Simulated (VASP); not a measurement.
# InSb in VASP: a series of runs

Runs on InSb. Level: HSE06. Tasks: single point.

Everything below comes from runs of VASP 6.6.1. Logs are shortened: lines on timing, memory, paths and dates and some standing lists are left out, and cuts for length are marked.

## 1. The cell of the first run

Symmetry: F-43m, No. 216, cubic system. Conventional cell: a = 6.723 Å, b = 6.723 Å, c = 6.723 Å, α = 90.00°, β = 90.00°, γ = 90.00°. In (site symmetry -43m) has 4 Sb at 2.91 Å within 3.8 Å. Within 3.8 Å of Sb (site symmetry -43m) lie 4 In at 2.91 Å.

## 2. Single point, HSE06 (strain +2.5%)

Input file POSCAR:

```
InSb
1.0
    0.0000000000      3.3615008441      3.3615008441
    3.3615008441      0.0000000000      3.3615008441
    3.3615008441      3.3615008441      0.0000000000
In Sb
1 1
Direct
    0.0000000000      0.0000000000      0.0000000000
    0.2500000000      0.2500000000      0.2500000000
```

Input file INCAR.step1:

```
PREC = Accurate ; ENCUT = 520
EDIFF = 1E-5 ; ISMEAR = -1
SIGMA = 0.02 ; LREAL = F
LASPH = T ; NELM = 60
ALGO = Normal ; ISIF = 2
LWAVE = T ; NBANDS = 16
GGA = PE
```

Input file INCAR.step2:

```
PREC = Accurate ; ENCUT = 520
EDIFF = 1E-6 ; ISMEAR = -1
SIGMA = 0.02 ; LREAL = F
LASPH = T ; NELM = 60
ALGO = Normal ; ISIF = 2
LWAVE = F ; LCHARG = T
GGA = PE ; LHFCALC = T
HFSCREEN = 0.2079 ; PRECFOCK = Normal
LELF = T ; LVHAR = T
NBANDS = 16 ; ISTART = 1
```

Input file KPOINTS:

```
regular mesh
0
Gamma
  4 4 4
```

Potentials or basis: VASP PAW PBE potentials, release 64 (In_d, Sb).

The run is started by

```
$ cat potpaw_PBE.64/In_d/POTCAR potpaw_PBE.64/Sb/POTCAR > POTCAR
$ cp INCAR.step1 INCAR
$ mpirun -np 1 vasp_std > vasp.out
$ cp INCAR.step2 INCAR
$ mpirun -np 1 vasp_std > vasp.out
```

OUTCAR:

```text
PREC = Accurate
   ENCUT = 520
   EDIFF = 1E-6
   ISMEAR = -1
   LREAL = F
   LASPH = T
   NELM = 60
   ISIF = 2
   GGA = PE
   LHFCALC = T
   HFSCREEN = 0.2079
   PRECFOCK = Normal
   ISTART = 1

 ion  position               nearest neighbor table
   1  0.000  0.000  0.000-   2 2.91   2 2.91   2 2.91   2 2.91
   2  0.250  0.250  0.250-   1 2.91   1 2.91   1 2.91   1 2.91

  LATTYP: Found a face centered cubic cell.
 ALAT       =     6.7230016882

  Lattice vectors:

 A1 = (   0.0000000000,   3.3615008441,   3.3615008441)
 A2 = (   3.3615008441,   0.0000000000,   3.3615008441)
 A3 = (   3.3615008441,   3.3615008441,   0.0000000000)

Analysis of symmetry for initial positions (statically):
=====================================================================
 Subroutine PRICEL returns:
 Original cell was already a primitive cell.

 Routine SETGRP: Setting up the symmetry group for a
 face centered cubic supercell.

 Subroutine GETGRP returns: Found 24 space group operations
 (whereof 24 operations were pure point group operations)
 out of a pool of 48 trial point group operations.

The static configuration has the point symmetry T_d .

Analysis of symmetry for dynamics (positions and initial velocities):
=====================================================================
 Subroutine PRICEL returns:
 Original cell was already a primitive cell.

 Routine SETGRP: Setting up the symmetry group for a
 face centered cubic supercell.

 Subroutine GETGRP returns: Found 24 space group operations
 (whereof 24 operations were pure point group operations)
 out of a pool of 48 trial point group operations.

The dynamic configuration has the point symmetry T_d .

 Subroutine INISYM returns: Found 24 space group operations
 (whereof 24 operations are pure point group operations),
 and found     1 'primitive' translations

----------------------------------------------------------------------------------------

                                     Primitive cell

  volume of cell :      75.9678

  direct lattice vectors                    reciprocal lattice vectors
     0.000000000  3.361500844  3.361500844    -0.148743083  0.148743083  0.148743083
     3.361500844  0.000000000  3.361500844     0.148743083 -0.148743083  0.148743083
     3.361500844  3.361500844  0.000000000     0.148743083  0.148743083 -0.148743083

  length of vectors
     4.753880084  4.753880084  4.753880084     0.257630578  0.257630578  0.257630578

  position of ions in fractional coordinates (direct lattice)
     0.000000000  0.000000000  0.000000000
     0.250000000  0.250000000  0.250000000

  ion indices of the primitive-cell ions
   primitive index   ion index
                 1           1
                 2           2

----------------------------------------------------------------------------------------

 KPOINTS: regular mesh

Automatic generation of k-mesh.
 Grid dimensions read from file:
 generate k-points for:    4    4    4

 Generating k-lattice:

  Cartesian coordinates                     Fractional coordinates (reciprocal lattice)
    -0.037185771  0.037185771  0.037185771     0.250000000  0.000000000  0.000000000
     0.037185771 -0.037185771  0.037185771     0.000000000  0.250000000  0.000000000
     0.037185771  0.037185771 -0.037185771     0.000000000  0.000000000  0.250000000

  Length of vectors
     0.064407644  0.064407644  0.064407644

  Shift w.r.t. Gamma in fractional coordinates (k-lattice)
     0.000000000  0.000000000  0.000000000

 Subroutine IBZKPT returns following result:
 ===========================================

 Found      8 irreducible k-points:

 Following reciprocal coordinates:
            Coordinates               Weight
  0.000000  0.000000  0.000000      1.000000
  0.250000  0.000000  0.000000      8.000000
  0.500000  0.000000  0.000000      4.000000
  0.250000  0.250000  0.000000      6.000000
  0.500000  0.250000  0.000000     24.000000
 -0.250000  0.250000  0.000000     12.000000
  0.500000  0.500000  0.000000      3.000000
 -0.250000  0.500000  0.250000      6.000000
   k-points           NKPTS =      8   k-points in BZ     NKDIM =     64   number of bands    NBANDS=     16
   number of dos      NEDOS =    301   number of ions     NIONS =      2
   total plane-waves  NPLWV =  46656
   dimension x,y,z NGX =    36 NGY =   36 NGZ =   36
   dimension x,y,z NGXF=    72 NGYF=   72 NGZF=   72
   ions per type =               1   1
   NGX,Y,Z   is equivalent  to a cutoff of  12.59, 12.59, 12.59 a.u.
   NGXF,Y,Z  is equivalent  to a cutoff of  25.18, 25.18, 25.18 a.u.
 SYSTEM =  unknown system
   PREC   = accura    normal or accurate (medium, high low for compatibility)
   ISTART =      1    job   : 0-new  1-cont  2-samecut
   ICHARG =      0    charge: 1-file 2-atom 10-const
   ISPIN  =      1    spin polarized calculation?
   LNONCOLLINEAR =      F non collinear calculations
   LSORBIT =      F    spin-orbit coupling
   LASPH  =      T    aspherical Exc in radial PAW
   ENCUT  =  520.0 eV  38.22 Ry    6.18 a.u.   8.84  8.84  8.84*2*pi/ulx,y,z
   NELM   =     60;   NELMIN=  2; NELMDL=  0     # of ELM steps
   EDIFF  = 0.1E-05   stopping-criterion for ELM
   LREAL  =      F    real-space projection
   EDIFFG = 0.1E-04   stopping-criterion for IOM
   NSW    =      0    number of steps for IOM
   IBRION =     -1    ionic relax: 0-MD 1-quasi-New 2-CG
   NFREE  =      0    steps in history (QN), initial steepest desc. (CG)
   ISIF   =      2    stress and relaxation
   ISYM   =      3    0-nonsym 1-usesym 2-fastsym
   POTIM  = 0.5000    time-step for ionic-motion
   TEBEG  =    0.0;   TEEND  =   0.0 temperature during run
   PSTRESS=    0.0 pullay stress
   NELECT =      18.0000    total number of electrons
   NUPDOWN=      -1.0000    fix difference up-down
   EMIN   =  10.00;   EMAX   =-10.00  energy-range for DOS
   EFERMI =   0.00;   METHOD = LEGACY
   ISMEAR =    -1;   SIGMA  =   0.02  broadening in eV -4-tet -1-fermi 0-gaus
   EFERMI_NEDOS =   21; number of points for ismear=-14 and -15
   IALGO  =     38    algorithm
   IMIX   =      1    mixing-type and parameters
     AMIX     =   0.40;   BMIX     =  1.00
     AMIX_MAG =   1.60;   BMIX_MAG =  1.00
  volume/ion in A,a.u.               =      37.98       256.33
  Fermi-wavevector in a.u.,A,eV,Ry     =   1.013030  1.914350 13.962713  1.026230
  Thomas-Fermi vector in A             =   2.146175
   LORBIT       =      0    0 simple, 1 ext, 2 COOP (PROOUT), +10 PAW based schemes
   GGA     = PE    functional components
   LHFCALC =     T    Hartree Fock is set to
   PRECFOCK=normal    Normal, Fast or Accurate (Low or Medium for compatibility)
   ENCUT4O =  -1.0   cutoff for four orbital integrals eV
   NKREDX  =     1    reduce k-point grid by
   NKREDY  =     1    reduce k-point grid by
   NKREDZ  =     1    reduce k-point grid by
   AEXX    =    0.2500 exact exchange contribution
   HFSCREEN=    0.2079 screening length (either q_TF or 0.3 A-1)
   HFSCREENC=   0.2079 screening length for correlation (either q_TF or 0.3 A-1)
   ENCUTFOCK=  -1.0 apply spherical cutoff to Coloumb kernel
   IVDW    =     0    specifies the selected vdW correction
   LEPSILON=     F    determine dielectric tensor
   LRPA    =     F    only Hartree local field effects (RPA)
 non-spin polarized calculation
  energy-cutoff  :      520.00
  volume of cell :       75.97
 maximum number of plane-waves:      2085
  NGX = 28; NGY = 28; NGZ = 28

 number of electron      18.0000002 magnetization

 Free energy of the ion-electron system (eV)
  ---------------------------------------------------
  ext. energy  EPLUGINS =         0.00000000
  ---------------------------------------------------
  free energy    TOTEN  =        -8.27956549 eV

  energy without entropy =       -8.27837198  energy(sigma->0) =       -8.27896873

 E-fermi :   3.6616     XC(G=0):  -6.8821

 val. band max:        3.6477362667   @ k =   0.0000   0.0000   0.0000
 cond. band min:       4.5722558924   @ k =   0.5000   0.0000   0.0000
 fundamental gap:      0.9245196257
 Fermi energy:         3.6615907076

 k-point     1 :       0.0000    0.0000    0.0000
  band No.  band energies     occupation
      1     -12.5817      2.00000
      2     -12.5817      2.00000
      3     -12.5817      2.00000
      4     -12.5188      2.00000
      5     -12.5188      2.00000
      6      -7.3879      2.00000
      7       3.4212      1.99999
      8       3.6477      1.33349
      9       3.6477      1.33338
     10       3.6477      1.33314
     11       7.2636      0.00000
     12       7.2636      0.00000
     13       7.2636      0.00000
     14      10.0525      0.00000
     15      12.4922      0.00000
     16      12.4922      0.00000

 k-point     2 :       0.2500    0.0000    0.0000
  band No.  band energies     occupation
      1     -12.5940      2.00000
      2     -12.5747      2.00000
      3     -12.5747      2.00000
      4     -12.5188      2.00000
      5     -12.5188      2.00000
      6      -6.8861      2.00000
      7       0.0074      2.00000
      8       3.1120      2.00000
      9       3.1120      2.00000
     10       4.8544      0.00000
     11       7.9616      0.00000
     12       7.9616      0.00000
     13       8.7653      0.00000
     14      11.2722      0.00000
     15      11.5953      0.00000
     16      11.5953      0.00000

 k-point     3 :       0.5000    0.0000    0.0000
  band No.  band energies     occupation
      1     -12.6062      2.00000
      2     -12.5689      2.00000
      3     -12.5689      2.00000
      4     -12.5176      2.00000
      5     -12.5176      2.00000
      6      -6.1477      2.00000
      7      -1.9241      2.00000
      8       2.7206      2.00000
      9       2.7206      2.00000
     10       4.5723      0.00000
     11       8.1119      0.00000
     12       8.1119      0.00000
     13      10.5087      0.00000
     14      12.2599      0.00000
     15      13.4527      0.00000
     16      13.4527      0.00000

 k-point     4 :       0.2500    0.2500    0.0000
  band No.  band energies     occupation
      1     -12.6059      2.00000
      2     -12.5672      2.00000
      3     -12.5672      2.00000
      4     -12.5239      2.00000
      5     -12.5158      2.00000
      6      -6.7077      2.00000
      7      -0.1313      2.00000
      8       2.3575      2.00000
      9       2.3575      2.00000
     10       5.8229      0.00000
     11       6.5785      0.00000
     12       9.4624      0.00000
     13       9.4624      0.00000
     14      10.2018      0.00000
     15      12.9913      0.00000
     16      13.1432      0.00000

 k-point     5 :       0.5000    0.2500    0.0000
  band No.  band energies     occupation
      1     -12.6160      2.00000
      2     -12.5619      2.00000
      3     -12.5602      2.00000
      4     -12.5239      2.00000
      5     -12.5157      2.00000
      6      -5.9199      2.00000
      7      -1.8262      2.00000
      8       1.2181      2.00000
      9       2.0563      2.00000
     10       5.9602      0.00000
     11       7.8173      0.00000
     12       9.2771      0.00000
     13       9.8237      0.00000
     14      12.4424      0.00000
     15      13.6518      0.00000
     16      13.9177      0.00000

 k-point     6 :      -0.2500    0.2500    0.0000
  band No.  band energies     occupation
      1     -12.6077      2.00000
      2     -12.5667      2.00000
      3     -12.5659      2.00000
      4     -12.5197      2.00000
      5     -12.5188      2.00000
      6      -6.2091      2.00000
      7      -1.3356      2.00000
      8       1.1544      2.00000
      9       2.6795      2.00000
     10       6.1022      0.00000
     11       8.6453      0.00000
     12       8.7757      0.00000
     13       8.8876      0.00000
     14      11.1430      0.00000
     15      12.4028      0.00000
     16      14.0334      0.00000

 k-point     7 :       0.5000    0.5000    0.0000
  band No.  band energies     occupation
      1     -12.6284      2.00000
      2     -12.5524      2.00000
      3     -12.5524      2.00000
      4     -12.5301      2.00000
      5     -12.5127      2.00000
      6      -5.5999      2.00000
      7      -2.2822      2.00000
      8       1.5566      2.00000
      9       1.5566      2.00000
     10       5.5746      0.00000
     11       5.7000      0.00000
     12      12.2086      0.00000
     13      12.2086      0.00000
     14      12.7358      0.00000
     15      14.4306      0.00000
     16      14.5123      0.00000

 k-point     8 :      -0.2500    0.5000    0.2500
  band No.  band energies     occupation
      1     -12.6197      2.00000
      2     -12.5621      2.00000
      3     -12.5538      2.00000
      4     -12.5243      2.00000
      5     -12.5168      2.00000
      6      -5.5759      2.00000
      7      -2.1824      2.00000
      8       1.0222      2.00000
      9       1.1757      2.00000
     10       7.5142      0.00000
     11       8.2220      0.00000
     12       8.4178      0.00000
     13       9.2575      0.00000
     14      13.0206      0.00000
     15      13.8549      0.00000
     16      14.6185      0.00000

------------------------ aborting loop because EDIFF is reached ----------------------------------------

  FORCE on cell =-STRESS in cart. coord.  units (eV):
  Direction    XX          YY          ZZ          XY          YZ          ZX
  --------------------------------------------------------------------------------------
  -------------------------------------------------------------------------------------
  Total       -1.3508006     -1.3508006     -1.3508006      0.0000000     -0.0000000      0.0000000
  in kB      -28.4886690    -28.4886690    -28.4886690      0.0000000     -0.0000000      0.0000000
  external PRESSURE =     -28.4886690 kB  Pullay stress =       0.0000000 kB

 VOLUME and BASIS-vectors are now :
 -----------------------------------------------------------------------------
  energy-cutoff  :      520.00
  volume of cell :       75.97
      direct lattice vectors                 reciprocal lattice vectors
     0.000000000  3.361500844  3.361500844    -0.148743083  0.148743083  0.148743083
     3.361500844  0.000000000  3.361500844     0.148743083 -0.148743083  0.148743083
     3.361500844  3.361500844  0.000000000     0.148743083  0.148743083 -0.148743083

 POSITION                                       TOTAL-FORCE (eV/Angst)
 -----------------------------------------------------------------------------------
      0.00000      0.00000      0.00000        -0.000000     -0.000000     -0.000000
      1.68075      1.68075      1.68075         0.000000      0.000000      0.000000
 -----------------------------------------------------------------------------------
    total drift:                                0.000002      0.000002     -0.000032

  FREE ENERGIE OF THE ION-ELECTRON SYSTEM (eV)
  ---------------------------------------------------
  free  energy   TOTEN  =        -8.2795654887 eV

  energy  without entropy=       -8.2783719782  energy(sigma->0) =       -8.27896873
```

It took 30 min on 1 thread of Intel Xeon 8259CL, shared host; peak memory 0.29 GiB.

What came out:

```
Free energy            : -8.2796 eV
Pressure               : -2.8 GPa
Band gap on the k mesh : zero (filled and empty bands touch)
```

Caveat: the k points lie up to 0.40 Å⁻¹ apart; the cell differs from its parent crystal (strain +2.5%); the PAW data sets were made with another functional, which shifts forces and pressure a little; spin-orbit coupling is left out, which moves the levels of the heavy elements.

## 3. Single point, HSE06 (epitaxial xy strain -1.0%)

Input file POSCAR:

```
InSb
1.0
    0.0000000000      3.2467178885      3.3113179762
    3.2467178885      0.0000000000      3.3113179762
    3.2467178885      3.2467178885      0.0000000000
In Sb
1 1
Direct
    0.0000000000      0.0000000000      0.0000000000
    0.2500000000      0.2500000000      0.2500000000
```

Input file INCAR.step1:

```
SYSTEM = InSb
ALGO = Normal
EDIFF = 1E-5
ENCUT = 520
GGA = PE
ISIF = 2
ISMEAR = -1
LASPH = .TRUE.
LREAL = .FALSE.
LWAVE = .TRUE.
NBANDS = 16
NELM = 60
PREC = Accurate
SIGMA = 0.02
```

Input file INCAR.step2:

```
SYSTEM = InSb
ALGO = Normal
EDIFF = 1E-6
ENCUT = 520
GGA = PE
HFSCREEN = 0.2079
ISIF = 2
ISMEAR = -1
ISTART = 1
LASPH = .TRUE.
LCHARG = .TRUE.
LELF = .TRUE.
LHFCALC = .TRUE.
LREAL = .FALSE.
LVHAR = .TRUE.
LWAVE = .FALSE.
NBANDS = 16
NELM = 60
PREC = Accurate
PRECFOCK = Normal
SIGMA = 0.02
```

Input file KPOINTS:

```
k-points
0
G
  4 4 4
  0 0 0
```

Potentials or basis: VASP PAW PBE potentials, release 64 (In_d, Sb).

The run is started by

```
$ cat potpaw_PBE.64/In_d/POTCAR potpaw_PBE.64/Sb/POTCAR > POTCAR
$ cp INCAR.step1 INCAR
$ mpirun -np 1 vasp_std > vasp.out
$ cp INCAR.step2 INCAR
$ mpirun -np 1 vasp_std > vasp.out
```

Wall time 46 min (1 thread of Intel Xeon 8259CL, shared host); peak memory 0.3 GiB.

The run converged. Its results:

```yaml
Free_energy: -8.3383 eV
Pressure: -0.2 GPa
Band_gap_on_the_k_mesh: 0.35 eV
```

Stress tensor (GPa, compression positive):
```
 0.08  0.00  0.00
 0.00  0.08  0.00
 0.00  0.00 -0.62
```

Levels at points of the mesh, in eV from the valence-band top:
```
           k point  band 7  band 8  band 9  band 10  band 11  band 12
(0.00, 0.00, 0.00)   -0.11    0.00    0.00     0.35     3.60     3.60
(0.50, 0.00, 0.00)   -5.97   -1.14   -1.01     1.09     4.44     4.54
(0.50, 0.50, 0.00)   -6.36   -2.32   -2.32     1.98     2.01     9.07
(0.50, 0.00, 0.50)   -6.27   -2.43   -2.42     1.86     1.88     9.03
```

Caveat: the cell differs from its parent crystal (epitaxial xy strain -1.0%); the PAW data sets were made with another functional, which shifts forces and pressure a little; spin-orbit coupling is left out, which moves the levels of the heavy elements.

The gap in the log of VASP goes by the Fermi energy; the results here count the filled bands.